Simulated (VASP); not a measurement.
# SnTe (I4/mmm) in VASP: further runs

SnTe is run at these levels: PBEsol; tasks: single point.

Everything below comes from runs of VASP 6.6.1. Logs are shortened: lines on timing, memory, paths and dates and some standing lists are left out, and cuts for length are marked.

## Step 1: The cell of the first run

Symmetry: I4/mmm, No. 139, tetragonal system. The conventional cell has a = 4.464 Å, b = 4.464 Å, c = 6.250 Å, α = 90.00°, β = 90.00°, γ = 90.00°. Within 4.1 Å of Sn (site symmetry 4/mmm) lie 6 Te at 3.12 to 3.16 Å. Within 4.1 Å of Te (site symmetry 4/mmm) lie 6 Sn at 3.12 to 3.16 Å.

## Step 2: Single point, PBEsol (strain -0.0100 x Voigt [0, 1, 0, 0, 0, 0])

File INCAR:

```
  ALGO = Normal
  EDIFF = 1E-6
  ENCUT = 520
  GGA = PS
  ISIF = 2
  ISMEAR = 0
  LASPH = True
  LCHARG = False
  LREAL = False
  LWAVE = False
  NBANDS = 17
  NELM = 60
  PREC = Accurate
  SIGMA = 0.03
```

File KPOINTS:

```
k-points
0
Gamma
  10 10 10
```

File POSCAR:

```
SnTe
1.0
    0.0000000000      3.1249350000      3.1565000000
    3.1565000000      0.0000000000      3.1565000000
    3.1565000000      3.1249350000      0.0000000000
Sn Te
1 1
Direct
    0.0000000000      0.0000000000      0.0000000000
    0.5000000000      0.5000000000      0.5000000000
```

Potentials or basis: VASP PAW PBE potentials, release 64 (Sn_d, Te).

On the command line:

```
> cat potpaw_PBE.64/Sn_d/POTCAR potpaw_PBE.64/Te/POTCAR > POTCAR
> mpirun -np 1 vasp_std > vasp.out
```

OUTCAR:

```text
EDIFF = 1E-6
   ENCUT = 520
   GGA = PS
   ISIF = 2
   ISMEAR = 0
   LASPH = True
   LREAL = False
   NELM = 60
   PREC = Accurate

 ion  position               nearest neighbor table
   1  0.000  0.000  0.000-   2 3.12   2 3.12   2 3.16   2 3.16   2 3.16   2 3.16
   2  0.500  0.500  0.500-   1 3.12   1 3.12   1 3.16   1 3.16   1 3.16   1 3.16

  LATTYP: Found a body centered tetragonal cell.
 ALAT       =     4.4639651096
 C/A-ratio  =     1.4000714267

  Lattice vectors:

 A1 = (   0.0000000000,  -3.1249350000,   3.1565000000)
 A2 = (   0.0000000000,  -3.1249350000,  -3.1565000000)
 A3 = (   3.1565000000,   3.1249350000,   0.0000000000)

Analysis of symmetry for initial positions (statically):
=====================================================================
 Subroutine PRICEL returns:
 Original cell was already a primitive cell.

 Routine SETGRP: Setting up the symmetry group for a
 body centered tetragonal supercell.

 Subroutine GETGRP returns: Found 16 space group operations
 (whereof 16 operations were pure point group operations)
 out of a pool of 16 trial point group operations.

The static configuration has the point symmetry D_4h.

Analysis of symmetry for dynamics (positions and initial velocities):
=====================================================================
 Subroutine PRICEL returns:
 Original cell was already a primitive cell.

 Routine SETGRP: Setting up the symmetry group for a
 body centered tetragonal supercell.

 Subroutine GETGRP returns: Found 16 space group operations
 (whereof 16 operations were pure point group operations)
 out of a pool of 16 trial point group operations.

The dynamic configuration has the point symmetry D_4h.

 Subroutine INISYM returns: Found 16 space group operations
 (whereof 16 operations are pure point group operations),
 and found     1 'primitive' translations

----------------------------------------------------------------------------------------

                                     Primitive cell

  volume of cell :      62.2705

  direct lattice vectors                    reciprocal lattice vectors
     0.000000000  3.124935000  3.156500000    -0.158403295  0.160003328  0.158403295
     3.156500000  0.000000000  3.156500000     0.158403295 -0.160003328  0.158403295
     3.156500000  3.124935000  0.000000000     0.158403295  0.160003328 -0.158403295

  length of vectors
     4.441701364  4.463965110  4.441701364     0.275289434  0.275289434  0.275289434

  position of ions in fractional coordinates (direct lattice)
     0.000000000  0.000000000  0.000000000
     0.500000000  0.500000000  0.500000000

  ion indices of the primitive-cell ions
   primitive index   ion index
                 1           1
                 2           2

----------------------------------------------------------------------------------------

 KPOINTS: k-points

Automatic generation of k-mesh.
 Grid dimensions read from file:
 generate k-points for:   10   10   10

 Generating k-lattice:

  Cartesian coordinates                     Fractional coordinates (reciprocal lattice)
    -0.015840329  0.016000333  0.015840329     0.100000000  0.000000000  0.000000000
     0.015840329 -0.016000333  0.015840329    -0.000000000  0.100000000 -0.000000000
     0.015840329  0.016000333 -0.015840329     0.000000000  0.000000000  0.100000000

  Length of vectors
     0.027528943  0.027528943  0.027528943

  Shift w.r.t. Gamma in fractional coordinates (k-lattice)
     0.000000000  0.000000000  0.000000000

 Subroutine IBZKPT returns following result:
 ===========================================

 Found    102 irreducible k-points:

 Following reciprocal coordinates:
            Coordinates               Weight
  0.000000  0.000000  0.000000      1.000000
  0.100000  0.000000  0.000000      8.000000
  0.200000  0.000000  0.000000      8.000000
  0.300000  0.000000 -0.000000      8.000000
  0.400000  0.000000  0.000000      8.000000
  0.500000  0.000000 -0.000000      4.000000
[... 16 lines left out ...]
  0.300000  0.300000  0.000000      4.000000
  0.400000  0.300000  0.000000     16.000000
 [... further k-points ...]
   k-points           NKPTS =    102   k-points in BZ     NKDIM =    102   number of bands    NBANDS=     17
   number of dos      NEDOS =    301   number of ions     NIONS =      2
   total plane-waves  NPLWV =  46656
   dimension x,y,z NGX =    36 NGY =   36 NGZ =   36
   dimension x,y,z NGXF=    72 NGYF=   72 NGZF=   72
   ions per type =               1   1
   NGX,Y,Z   is equivalent  to a cutoff of  13.47, 13.41, 13.47 a.u.
   NGXF,Y,Z  is equivalent  to a cutoff of  26.95, 26.81, 26.95 a.u.
 SYSTEM =  unknown system
   PREC   = accura    normal or accurate (medium, high low for compatibility)
   ISTART =      0    job   : 0-new  1-cont  2-samecut
   ICHARG =      2    charge: 1-file 2-atom 10-const
   ISPIN  =      1    spin polarized calculation?
   LNONCOLLINEAR =      F non collinear calculations
   LSORBIT =      F    spin-orbit coupling
   LASPH  =      T    aspherical Exc in radial PAW
   ENCUT  =  520.0 eV  38.22 Ry    6.18 a.u.   8.26  8.30  8.26*2*pi/ulx,y,z
   NELM   =     60;   NELMIN=  2; NELMDL= -5     # of ELM steps
   EDIFF  = 0.1E-05   stopping-criterion for ELM
   LREAL  =      F    real-space projection
   EDIFFG = 0.1E-04   stopping-criterion for IOM
   NSW    =      0    number of steps for IOM
   IBRION =     -1    ionic relax: 0-MD 1-quasi-New 2-CG
   NFREE  =      0    steps in history (QN), initial steepest desc. (CG)
   ISIF   =      2    stress and relaxation
   ISYM   =      2    0-nonsym 1-usesym 2-fastsym
   POTIM  = 0.5000    time-step for ionic-motion
   TEBEG  =    0.0;   TEEND  =   0.0 temperature during run
   PSTRESS=    0.0 pullay stress
   NELECT =      20.0000    total number of electrons
   NUPDOWN=      -1.0000    fix difference up-down
   EMIN   =  10.00;   EMAX   =-10.00  energy-range for DOS
   EFERMI =   0.00;   METHOD = LEGACY
   ISMEAR =     0;   SIGMA  =   0.03  broadening in eV -4-tet -1-fermi 0-gaus
   EFERMI_NEDOS =   21; number of points for ismear=-14 and -15
   IALGO  =     38    algorithm
   IMIX   =      4    mixing-type and parameters
     AMIX     =   0.40;   BMIX     =  1.00
     AMIX_MAG =   1.60;   BMIX_MAG =  1.00
  volume/ion in A,a.u.               =      31.14       210.11
  Fermi-wavevector in a.u.,A,eV,Ry     =   1.121133  2.118635 17.101709  1.256940
  Thomas-Fermi vector in A             =   2.257785
   LORBIT       =      0    0 simple, 1 ext, 2 COOP (PROOUT), +10 PAW based schemes
   GGA     = PS    functional components
   LHFCALC =     F    Hartree Fock is set to
   AEXX    =    0.0000 exact exchange contribution
   IVDW    =     0    specifies the selected vdW correction
   LEPSILON=     F    determine dielectric tensor
   LRPA    =     F    only Hartree local field effects (RPA)
 non-spin polarized calculation
 Gauss-broadening in eV      SIGMA  =   0.03
  energy-cutoff  :      520.00
  volume of cell :       62.27
 maximum number of plane-waves:      1701
 NGX is ok and might be reduce to    36
   NGX = 17   NGY = 17   NGZ = 17

 number of electron      19.9999998 magnetization

 Free energy of the ion-electron system (eV)
  ---------------------------------------------------
  ext. energy  EPLUGINS =         0.00000000
  ---------------------------------------------------
  free energy    TOTEN  =        -8.33724039 eV

  energy without entropy =       -8.33724030  energy(sigma->0) =       -8.33724034

 E-fermi :   6.8863     XC(G=0):  -9.6737

 val. band max:        6.8052625078   @ k =   0.5000   0.0000  -0.0000
 cond. band min:       6.9672986752   @ k =   0.5000   0.0000  -0.0000
 fundamental gap:      0.1620361673
 Fermi energy:         6.8862804865

 k-point     1 :       0.0000    0.0000    0.0000
  band No.  band energies     occupation
      1     -14.9224      2.00000
      2     -14.9193      2.00000
      3     -14.9154      2.00000
      4     -14.9128      2.00000
      5     -14.9128      2.00000
      6      -5.9926      2.00000
[... 9 lines left out ...]
     16      11.6182      0.00000
     17      13.5422      0.00000

 k-point     2 :       0.1000    0.0000    0.0000
  band No.  band energies     occupation
      1     -14.9228      2.00000
      2     -14.9198      2.00000
      3     -14.9150      2.00000
      4     -14.9125      2.00000
      5     -14.9122      2.00000
      6      -5.9072      2.00000
[... 9 lines left out ...]
     16      11.8037      0.00000
     17      14.2909      0.00000

 k-point     3 :       0.2000    0.0000    0.0000
  band No.  band energies     occupation
      1     -14.9239      2.00000
      2     -14.9212      2.00000
      3     -14.9140      2.00000
      4     -14.9113      2.00000
      5     -14.9105      2.00000
      6      -5.6600      2.00000
[... 9 lines left out ...]
     16      12.3795      0.00000
     17      15.7388      0.00000

 k-point     4 :       0.3000    0.0000   -0.0000
  band No.  band energies     occupation
      1     -14.9255      2.00000
      2     -14.9230      2.00000
      3     -14.9132      2.00000
      4     -14.9094      2.00000
      5     -14.9082      2.00000
      6      -5.2873      2.00000
[... 9 lines left out ...]
     16      13.2938      0.00000
     17      17.4440      0.00000
[... 343 lines left out ...]
      1     -14.9256      2.00000
      2     -14.9234      2.00000
      3     -14.9133      2.00000
      4     -14.9094      2.00000
      5     -14.9073      2.00000
      6      -5.1631      2.00000
[... 9 lines left out ...]
     16      14.8572      0.00000
     17      15.3605      0.00000

 k-point    23 :       0.3000    0.3000    0.0000
  band No.  band energies     occupation
      1     -14.9329      2.00000
      2     -14.9169      2.00000
      3     -14.9154      2.00000
      4     -14.9085      2.00000
      5     -14.9052      2.00000
      6      -5.0843      2.00000
[... 9 lines left out ...]
     16      15.3517      0.00000
     17      15.4317      0.00000

 k-point    24 :       0.4000    0.3000    0.0000
  band No.  band energies     occupation
      1     -14.9350      2.00000
      2     -14.9170      2.00000
      3     -14.9153      2.00000
      4     -14.9071      2.00000
      5     -14.9038      2.00000
      6      -4.7998      2.00000
[... 9 lines left out ...]
     16      16.0832      0.00000
     17      16.4905      0.00000

 [... further k-points ...]

------------------------ aborting loop because EDIFF is reached ----------------------------------------

  FORCE on cell =-STRESS in cart. coord.  units (eV):
  Direction    XX          YY          ZZ          XY          YZ          ZX
  --------------------------------------------------------------------------------------
  -------------------------------------------------------------------------------------
  Total       -0.2120637      0.3158864     -0.2120637      0.0000000      0.0000000      0.0000000
  in kB       -5.4562518      8.1275362     -5.4562518      0.0000000      0.0000000      0.0000000
  external PRESSURE =      -0.9283225 kB  Pullay stress =       0.0000000 kB

 VOLUME and BASIS-vectors are now :
 -----------------------------------------------------------------------------
  energy-cutoff  :      520.00
  volume of cell :       62.27
      direct lattice vectors                 reciprocal lattice vectors
     0.000000000  3.124935000  3.156500000    -0.158403295  0.160003328  0.158403295
     3.156500000  0.000000000  3.156500000     0.158403295 -0.160003328  0.158403295
     3.156500000  3.124935000  0.000000000     0.158403295  0.160003328 -0.158403295

 POSITION                                       TOTAL-FORCE (eV/Angst)
 -----------------------------------------------------------------------------------
      0.00000      0.00000      0.00000        -0.000000      0.000000      0.000000
      3.15650      3.12493      3.15650         0.000000      0.000000     -0.000000
 -----------------------------------------------------------------------------------
    total drift:                               -0.000000      0.000000      0.000000

  FREE ENERGIE OF THE ION-ELECTRON SYSTEM (eV)
  ---------------------------------------------------
  free  energy   TOTEN  =        -8.3372403888 eV

  energy  without entropy=       -8.3372402967  energy(sigma->0) =       -8.33724034
```

It took 1.9 min on 1 thread of Intel Xeon 8259CL, shared host; peak memory 0.28 GiB.

Results:

```yaml
Free_energy: -8.3372 eV
Pressure: -0.1 GPa
Band_gap_on_the_k_mesh: 0.16 eV
```

Stress tensor (GPa, compression positive):
```
-0.55  0.00  0.00
 0.00  0.81  0.00
 0.00  0.00 -0.55
```

Caveat: the cell differs from its parent crystal (strain -0.0100 x Voigt [0, 1, 0, 0, 0, 0]); the PAW data sets were made with another functional, which shifts forces and pressure a little; spin-orbit coupling is left out, which moves the levels of the heavy elements. A k mesh can miss the band edges.

(Continued in part 2 of 2.)
